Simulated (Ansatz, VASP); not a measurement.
**Pt: VASP beside Ansatz**

File INCAR:

```
ALGO = Fast
EDIFF = 1E-6
EDIFFG = -0.015
ENCUT = 600
GGA = PS
IBRION = 2
ISIF = 3
ISMEAR = 0
LASPH = T
LCHARG = F
LREAL = F
LWAVE = F
NELM = 100
NSW = 80
PREC = Accurate
SIGMA = 0.1
```

The input KPOINTS:

```
k-points
0
Gamma
  8 8 8
```

File POSCAR:

```
Pt
1.0
    2.7249830564      0.0000000000      4.7056091967
    2.7249830564      0.0000000000     -4.7056091967
   -2.7249830564      4.7210449852      0.0000000000
Pt
8
Direct
    0.2922232741      0.0422232741      0.3344465482
    0.2922232741      0.0422232741      0.8344465482
    0.7922232741      0.5422232741      0.3344465482
    0.7922232741      0.5422232741      0.8344465482
    0.7077767259      0.9577767259      0.6655534518
    0.7077767259      0.9577767259      0.1655534518
    0.2077767259      0.4577767259      0.6655534518
    0.2077767259      0.4577767259      0.1655534518
```

Input for Ansatz:

```yaml
crystal:
  lattice:
    - [2.7249830564, 0.0, 4.7056091967]
    - [2.7249830564, 0.0, -4.7056091967]
    - [-2.7249830564, 4.7210449852, 0.0]
  atoms:
    - { symbol: Pt, position: [0.2922232741, 0.0422232741, 0.3344465482] }
    - { symbol: Pt, position: [0.2922232741, 0.0422232741, 0.8344465482] }
    - { symbol: Pt, position: [0.7922232741, 0.5422232741, 0.3344465482] }
    - { symbol: Pt, position: [0.7922232741, 0.5422232741, 0.8344465482] }
    - { symbol: Pt, position: [0.7077767259, 0.9577767259, 0.6655534518] }
    - { symbol: Pt, position: [0.7077767259, 0.9577767259, 0.1655534518] }
    - { symbol: Pt, position: [0.2077767259, 0.4577767259, 0.6655534518] }
    - { symbol: Pt, position: [0.2077767259, 0.4577767259, 0.1655534518] }
basis:
  ecutwfc: 420
kpoints:
  mp_grid: { grid: [8, 8, 8] }
hamiltonian:
  xc: pbesol
scf:
  occupations: { method: gaussian, width: 0.1 }
output:
  forces: true
  stress: true
  eigenvalues: true
relax:
  adjacent_minimum: "off"
  f_tol: 0.015
  max_steps: 60
  cell: { stress_tol: 0.15 }
```

Alike in both runs: task relaxation of cell and atoms; functional PBEsol; k mesh 8 × 8 × 8; occupations gaussian, width 0.1 eV; no spin polarisation.

|  | VASP | Ansatz |
| --- | --- | --- |
| version | VASP 6.6.1 | Ansatz 0.2.0 |
| potentials or method | VASP PAW PBE potentials, release 64 (Pt), cutoff 600 eV | scalar-relativistic, plane waves, PAW |
| valence electrons in the cell | 80 | 144 |

Ansatz gave:

```
gap on the k mesh at the Fermi level, each at its own relaxed structure (eV) : none
relaxed volume (Å³/atom)                                                     : 15.14
relaxed cell length with the largest relative difference (Å)                 : 5.431
```

Question: What did VASP give for the same quantities?

Answer: gap on the k mesh at the Fermi level, each at its own relaxed structure (eV): none; relaxed volume (Å³/atom): 15.12; relaxed cell length with the largest relative difference (Å): 5.426.

VASP's potentials were made for PBE, not for PBEsol. A gap of «none» marks a metal or a gap that the smearing closes. VASP's potentials hold 80 valence electrons a cell and Ansatz's 144, so a difference there can come from the potentials and not from the codes.

Spin-orbit coupling is off throughout.
